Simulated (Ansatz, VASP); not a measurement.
Si5Ge: VASP beside Ansatz

Contents of INCAR:

```
SYSTEM = Si5Ge
PREC = Accurate
ENCUT = 520
EDIFF = 1E-6
ISMEAR = 0
SIGMA = 0.1
LREAL = .FALSE.
LASPH = .TRUE.
NELM = 60
ALGO = Normal
ISIF = 2
LWAVE = .FALSE.
LCHARG = .FALSE.
GGA = PE
NBANDS = 26
```

File KPOINTS:

```
Automatic mesh
0
G
  4 4 4
  0 0 0
```

File POSCAR:

```
Si5Ge
1.0
    2.0070083100     -5.8910761900      0.0000000000
    2.0070083100      5.8910761900      0.0000000000
    0.0000000000      0.0000000000      4.0082821400
Si Ge
5 1
Direct
    0.3365818300      0.6634181700      0.0000000000
    0.6634181700      0.3365818300      0.0000000000
    0.5000000000      0.5000000000      0.5000000000
    0.8341655700      0.1658344300      0.5000000000
    0.1658344300      0.8341655700      0.5000000000
    0.0000000000      0.0000000000      0.0000000000
```

Input for Ansatz:

```yaml
crystal:
  lattice:
    - [2.00700831, -5.89107619, 0.0]
    - [2.00700831, 5.89107619, 0.0]
    - [0.0, 0.0, 4.00828214]
  atoms:
    - { symbol: Si, position: [0.33658183, 0.66341817, 0.0] }
    - { symbol: Si, position: [0.66341817, 0.33658183, 0.0] }
    - { symbol: Si, position: [0.5, 0.5, 0.5] }
    - { symbol: Si, position: [0.83416557, 0.16583443, 0.5] }
    - { symbol: Si, position: [0.16583443, 0.83416557, 0.5] }
    - { symbol: Ge, position: [0.0, 0.0, 0.0] }
basis:
  ecutwfc: 420
kpoints:
  mp_grid: { grid: [4, 4, 4] }
hamiltonian:
  xc: pbe
scf:
  occupations: { method: gaussian, width: 0.1 }
  lower_state_search: "off"
output:
  forces: true
  stress: true
  eigenvalues: true
```

Change from the starting cell: species swapped into the HfPd5 type (Cmmm, No. 65).

Alike in both runs: task single point; functional PBE; k mesh 4 × 4 × 4; occupations gaussian, width 0.1 eV; no spin polarisation.

```csv
,VASP,Ansatz
version,VASP 6.6.1,Ansatz 0.2.0
potentials or method,"VASP PAW PBE potentials, release 64 (Si, Ge_d), cutoff 520 eV","scalar-relativistic, plane waves, PAW"
valence electrons in the cell,34,34
```

```csv
,VASP,Ansatz,Ansatz less VASP
gap on the k mesh at the Fermi level (eV),none,none,-
pressure (GPa),-0.9,-0.9,+0.01
"traceless stress, the component that is largest in VASP (GPa)",4.98,4.99,+0.007
rms of the force components (eV/Å),0.269,0.269,-0.0003
```

Atom by atom the forces differ by 0.000 eV/Å (rms over components). A gap of «none» marks a metal or a gap that the smearing closes. The functional is the same, so the differences come from potentials, cutoffs and numerics.

The k mesh is coarse, so the values compare programs but aren't converged.
